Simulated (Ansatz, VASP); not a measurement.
## One calculation of AlFe3C, two programs

```xyz
5
Lattice="3.8762 0.0000 0.0000 0.0000 3.8762 0.0000 0.0000 0.0000 3.8762" Properties=species:S:1:pos:R:3 pbc="T T T"
Al    0.0000    0.0000    0.0000
Fe    0.0000    1.9381    1.9381
Fe    1.9381    1.9381    0.0000
Fe    1.9381    0.0000    1.9381
C     1.9381    1.9381    1.9381
```

Alike in both runs: task single point; functional LDA; k mesh 6 × 6 × 6; occupations fermi-dirac, width 0.1 eV; collinear spin.

```csv
,VASP,Ansatz
version,VASP 6.6.1,Ansatz 0.2.0
potentials or method,"VASP PAW LDA potentials, release 64 (Al, Fe, C), cutoff 520 eV","plane waves, PAW"
valence electrons in the cell,31,55
```

VASP gave:

| Property | Result |
| --- | --- |
| net moment per atom (μB) | 0.60 |
| size of the moment on the site where the two differ most (μB) | 0.04 |

Problem. Which values does Ansatz return?

Solution. net moment per atom (μB): 0.63; size of the moment on the site where the two differ most (μB): 0.08.

LDA's correlation is that of Perdew and Zunger in VASP and of Perdew and Wang (1992) in Ansatz. Site moments also hang on the region over which each program counts them. VASP's potentials hold 31 valence electrons a cell and Ansatz's 55, so a difference there can come from the potentials and not from the codes. Ansatz's warnings: given moment on shells.
